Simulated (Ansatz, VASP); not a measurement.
One calculation of Ga2S, two programs

```
Ga S
1.0
    -1.66483    1.66483    5.14573
     1.66483   -1.66483    5.14573
     1.66483    1.66483   -5.14573
Ga S
2 1
Direct
  0.35004 0.35004 0.00000
  0.64996 0.64996 0.00000
  0.00000 0.00000 0.00000
```

Change from the starting cell: species swapped into the Sr2Mg type (I4/mmm, No. 139).

Alike in both runs: functional PBE; k mesh 5 × 5 × 5; occupations gaussian, width 0.15 eV; no spin polarisation.

Ansatz relaxed the structure, and its values are those at the end. VASP's run is a single point on that final structure, the one shown.

|  | VASP | Ansatz |
| --- | --- | --- |
| version | VASP 6.6.1 | Ansatz 0.2.0 |
| potentials or method | VASP PAW PBE potentials, release 64 (Ga_d, S), cutoff 500 eV | scalar-relativistic, plane waves, PAW |
| valence electrons in the cell | 32 | 32 |

|  | VASP | Ansatz | Ansatz less VASP |
| --- | --- | --- | --- |
| gap on the k mesh at the Fermi level (eV) | none | none | - |
| pressure (GPa) | 0.0 | 0.0 | -0.01 |

A gap of «none» marks a metal or a gap that the smearing closes.

The k mesh is coarse, so the values compare programs but aren't converged.
